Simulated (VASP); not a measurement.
Here is a VASP 6.6.1 calculation.

File INCAR:

```
SYSTEM = Al4Ru3
  PREC = Accurate
  ENCUT = 520
  EDIFF = 1E-6
  ISMEAR = 0
  SIGMA = 0.2
  LREAL = .False.
  LASPH = .True.
  NELM = 80
  ALGO = Fast
  ISIF = 2
  LWAVE = .False.
  LCHARG = .True.
  GGA = PE
  LELF = .True.
  LVHAR = .True.
  NBANDS = 36
```

The input KPOINTS:

```
Automatic mesh
0
Gamma
  8 8 8
  0 0 0
```

File POSCAR:

```
Al4Ru3
1.0
    0.0000423271     -3.0731565776      0.0000545460
    3.0735888684     -0.0000457249      0.0000300946
   -1.5366960874      1.5365630077     10.1941794574
Al Ru
4 3
Direct
    0.2897040005      0.2897062256      0.5794163339
    0.7102829875      0.7102934715      0.4205704941
    0.4282444870      0.4282511688      0.8565004763
    0.5717606589      0.5717536420      0.1435084669
    0.8523877139      0.8523791512      0.7047788740
    0.1476085419      0.1476226413      0.2952154035
    0.0000116101     -0.0000063004      0.0000099512
```

Potentials or basis: VASP PAW PBE potentials, release 64 (Al, Ru_pv).

Run with:

```bash
$ cat potpaw_PBE.64/Al/POTCAR potpaw_PBE.64/Ru_pv/POTCAR > POTCAR
$ mpirun -np 1 vasp_std > vasp.out
```

What does it give for the largest force?

0.007 eV/Å.

Predict the pressure.

-0.1 GPa.

Forces on the atoms (eV/Å):
```
Al   0.000  0.000 -0.006
Al   0.000  0.000  0.007
Al   0.000  0.000 -0.007
Al   0.000  0.000  0.007
Ru   0.000  0.000  0.004
Ru   0.000  0.000 -0.003
Ru   0.000  0.000 -0.001
```
